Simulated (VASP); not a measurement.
Input of a VASP 6.6.1 run:

Contents of INCAR:

```
PREC     = Accurate       # precision mode
ENCUT    = 600            # plane-wave cutoff, eV
EDIFF    = 1E-6           # SCF threshold, eV
ISMEAR   = -1             # smearing method
SIGMA    = 0.1            # smearing width, eV
LREAL    = F              # projectors in reciprocal space
LASPH    = T              # aspherical terms in the spheres
NELM     = 60             # most SCF steps
ALGO     = Normal         # electronic algorithm
ISIF     = 3              # what is computed and relaxed
LWAVE    = F              # write WAVECAR
LCHARG   = F              # write CHGCAR
GGA      = CA             # functional
IBRION   = 2              # ionic algorithm
NSW      = 60             # ionic steps
EDIFFG   = -0.005         # ionic threshold
PSTRESS  = 1400.0
```

File KPOINTS:

```
Automatic mesh
0
Gamma
  18 18 10
```

POSCAR

```
Ti
1.0
    2.3961049776      0.0000000000      0.0000000000
   -1.1980524888      2.0750877808      0.0000000000
    0.0000000000      0.0000000000      3.8816900638
Ti
2
Direct
    0.3333333333      0.6666666667      0.2500000000
    0.6666666667      0.3333333333      0.7500000000
```

Potentials or basis: VASP PAW LDA potentials, release 64 (Ti_sv).

Launch:

```bash
$ cat potpaw_LDA.64/Ti_sv/POTCAR > POTCAR
$ mpirun -np 1 vasp_std > vasp.out
```

Q: Predict the band gap on the k mesh.

A: Zero (band 12 reaches 17.28 eV, above the bottom of band 13 at 15.58 eV).

Q: Predict the space group after relaxing (to 0.05 Å).

A: P6_3/mmc (No. 194).

Q: Predict the relaxed cell.

A: a = 2.252 Å, b = 2.252 Å, c = 4.330 Å, α = 90.00°, β = 90.00°, γ = 120.00°.

Step by step:
```tsv
step	energy change (eV)	largest force (eV/Å)	pressure (GPa)	volume (Å³)
1	0.0000	0.0000	141.86	19.30
2	-0.3220	0.0000	131.35	19.60
3	-0.7052	0.0000	117.97	20.00
4	-0.6090	0.0000	121.50	19.89
5	-0.5607	0.0000	122.46	19.81
6	-0.3952	0.0000	126.46	19.58
7	0.0835	0.0000	138.67	19.07
8	-0.2931	0.0000	129.18	19.45
9	-0.2564	0.0000	129.91	19.41
10	-0.1615	0.0000	133.01	19.29
11	-0.0071	0.0000	137.95	19.11
12	0.0230	0.0000	138.77	19.07
13	0.0289	0.0000	138.79	19.07
14	0.0406	0.0000	139.35	19.05
15	0.0475	0.0000	139.50	19.04
16	0.0682	0.0000	139.95	19.02
17	0.1108	0.0000	141.20	18.97
18	0.0836	0.0000	140.69	19.00
19	0.0812	0.0000	140.48	19.00
20	0.0692	0.0000	140.08	19.02
21	0.0662	0.0000	140.06	19.02
22	0.0603	0.0000	139.80	19.03
23	0.0644	0.0000	139.76	19.02
24	0.0657	0.0000	139.89	19.02
25	0.0695	0.0000	139.91	19.02
26	0.0808	0.0000	140.33	19.01
27	0.0719	0.0000	140.21	19.02
28	0.0702	0.0000	140.11	19.02
29	0.0698	0.0000	140.14	19.02
30	0.0696	0.0000	140.11	19.02
31	0.0659	0.0000	140.08	19.02
32	0.0547	0.0000	139.69	19.04
33	0.0636	0.0000	139.80	19.02
34	0.0652	0.0000	139.90	19.02
35	0.0656	0.0000	139.87	19.02
36	0.0657	0.0000	139.90	19.02
37	0.0692	0.0000	139.93	19.02
```

Caveat: the cell is relaxed towards a set pressure, so the enthalpy falls and the energy may rise.
